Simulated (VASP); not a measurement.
Set up this calculation in VASP 6.6.1, as the native input.

| Quantity | Value |
| --- | --- |
| Task | electric field gradients |
| Functional | PBE |
| Potentials or basis | VASP PAW PBE potentials, release 64 (Pb_d, Se) |
| Cutoff | 520 eV |
| k mesh | 10 × 10 × 10 |
| Occupations | fermi-dirac, width 0.03 eV |
| Spin | no spin polarisation |
| Dipole correction | no |
| Further INCAR settings | ALGO = Normal; EDIFF = 1e-08; NBANDS = 17 |

The structure of PbSe (rocksalt type) lies in POSCAR:

```
PbSe
1.0
   -0.0310796127      3.1079612690      3.1079612690
    3.1079612690     -0.0310796127      3.1079612690
    3.0768816563      3.0768816563      0.0000000000
Pb Se
1 1
Direct
    0.0000000000      0.0000000000      0.0000000000
    0.5000000000      0.5000000000      0.5000000000
```

This cell differs from its parent crystal: xy shear strain of -2 %.

One way to write it, as run:

INCAR

```
ALGO = Normal
EDIFF = 1E-8
ENCUT = 520
GGA = PE
ISIF = 2
ISMEAR = -1
LASPH = T
LCHARG = F
LEFG = T
LREAL = F
LWAVE = F
NBANDS = 17
NELM = 60
PREC = Accurate
SIGMA = 0.03
```

KPOINTS

```
k-points
0
Gamma
  10 10 10
```

Potentials or basis: VASP PAW PBE potentials, release 64 (Pb_d, Se).

Command:

```console
$ cat potpaw_PBE.64/Pb_d/POTCAR potpaw_PBE.64/Se/POTCAR > POTCAR
$ mpirun -np 1 vasp_std > vasp.out
```

Results of the run:

| Property | Result |
| --- | --- |
| Pressure | 0.0 GPa |
| Band gap on the k mesh | 0.35 eV (least direct gap 0.43 eV) |
| Largest electric field gradient by atom | Pb +2.4; Se -7.1 V/Å² |

Caveat: the cell differs from its parent crystal (xy shear strain of -2 %); without QUAD_EFG the Cq values of the log hold for a quadrupole moment of 1 mb, not for the nuclei; spin-orbit coupling is left out, which moves the levels of the heavy elements.

Wall time 80 s on 1 thread of AMD EPYC 9R45 96-Core Processor (Zen 5), on a shared host, peak memory 0.29 GiB.
